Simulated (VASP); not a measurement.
Input of a VASP 6.6.1 run:

INCAR

```
PREC     = Accurate       # precision mode
ENCUT    = 500            # plane-wave cutoff, eV
EDIFF    = 1E-7           # SCF threshold, eV
ISMEAR   = 0              # smearing method
SIGMA    = 0.02           # smearing width, eV
LREAL    = False          # projectors in reciprocal space
LASPH    = True           # aspherical terms in the spheres
NELM     = 120            # most SCF steps
ALGO     = Normal         # electronic algorithm
ISIF     = 3              # what is computed and relaxed
LWAVE    = False          # write WAVECAR
LCHARG   = False          # write CHGCAR
GGA      = PE             # functional
IVDW     = 12             # dispersion correction
IBRION   = 2              # ionic algorithm
NSW      = 100            # ionic steps
EDIFFG   = -0.002         # ionic threshold
GGA_COMPAT= False        
NELMIN   = 4
```

The input KPOINTS:

```
regular mesh
0
Gamma
  8 8 8
```

File POSCAR:

```
NaCl
1.0
    0.0000000000      2.8434500000      2.8434500000
    2.8434500000      0.0000000000      2.8434500000
    2.8434500000      2.8434500000      0.0000000000
Na Cl
1 1
Direct
    0.0000000000      0.0000000000      0.0000000000
    0.5000000000      0.5000000000      0.5000000000
```

Potentials or basis: VASP PAW PBE potentials, release 64 (Na_pv, Cl).

Launch:

```bash
$ cat potpaw_PBE.64/Na_pv/POTCAR potpaw_PBE.64/Cl/POTCAR > POTCAR
$ mpirun -np 1 vasp_std > vasp.out
```

Task: Estimate the relaxed volume.

Result: 21.68 Å³/atom.

Task: Predict the space group after relaxing (to 0.05 Å).

Result: Fm-3m (No. 225).

Task: What does it give for the dispersion energy per atom?

Result: -0.222 eV.

Step by step:
| step | energy change (eV) | largest force (eV/Å) | pressure (GPa) | volume (Å³) |
| --- | --- | --- | --- | --- |
| 1 | 0.0000 | 0.0000 | -1.46 | 45.98 |
| 2 | -0.0097 | 0.0000 | -0.76 | 44.60 |
| 3 | -0.0127 | 0.0000 | -0.06 | 43.44 |
| 4 | -0.0127 | 0.0000 | 0.02 | 43.35 |
| 5 | -0.0127 | 0.0000 | -0.01 | 43.37 |
